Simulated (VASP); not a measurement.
The system is AlNi3.

```
Ni Al
1.0
     3.59215    0.00000    0.00000
     0.00000    3.59215    0.00000
     0.00000    0.00000    3.59215
Ni Al
3 1
Direct
  0.50000 0.50000 0.00000
  0.50000 0.00000 0.50000
  0.00000 0.50000 0.50000
  0.00000 0.00000 0.00000
```

Base run:

```yaml
Program: VASP 6.6.1
Functional: PBEsol
Potentials_or_basis: VASP PAW PBE potentials, release 64 (Ni, Al)
Cutoff: 520 eV
k_mesh: 8 × 8 × 8
Occupations: fermi-dirac, width 0.05 eV
Spin: collinear spin, ferromagnetic start
Starting_moments: "[1.0, 1.0, 1.0, 0.0] μB"
```

Its results: pressure -10.6 GPa; net moment 0.68 μB per cell; site moments Ni +0.24; Al -0.01 μB.

Problem. The run is repeated on the same cell with these changes: functional from PBEsol to LDA; potentials or basis from VASP PAW PBE potentials, release 64 (Ni, Al) to VASP PAW LDA potentials, release 64 (Ni, Al). What comes out?

Solution. Pressure -16.5 GPa; net moment 0.48 μB per cell; site moments Ni +0.17; Al -0.01 μB.

Caveats: the cell stands under tension; the PAW data sets were made with another functional, which shifts forces and pressure a little (at least some runs).
